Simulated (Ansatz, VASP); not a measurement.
**SiC: VASP beside Ansatz**

```
CELL_PARAMETERS angstrom
0.00000 2.34792 2.08704
2.34792 0.00000 2.08704
2.34792 2.34792 0.00000
ATOMIC_POSITIONS crystal
Si 0.00000 0.00000 0.00000
C 0.75000 0.75000 0.75000
```

Change from the starting cell: strain +0.080 along x and y, -0.040 along z, atoms carried along.

Alike in both runs: task single point; functional PBEsol; k mesh 12 × 12 × 12; occupations gaussian, width 0.05 eV; no spin polarisation.

|  | VASP | Ansatz |
| --- | --- | --- |
| version | VASP 6.6.1 | Ansatz 0.2.0 |
| potentials or method | VASP PAW PBE potentials, release 64 (Si, C), cutoff 520 eV | scalar-relativistic, plane waves, PAW |
| valence electrons in the cell | 8 | 8 |

VASP gave:

- gap on the k mesh at the Fermi level (eV): 0.31
- least direct gap on the mesh (eV): 4.21
- pressure (GPa): -19.7
- traceless stress, the component that is largest in VASP (GPa): 15.41

Task: Estimate Ansatz's values.

Result: gap on the k mesh at the Fermi level (eV): 0.32; least direct gap on the mesh (eV): 4.22; pressure (GPa): -19.9; traceless stress, the component that is largest in VASP (GPa): 15.42.

VASP's potentials were made for PBE, not for PBEsol.
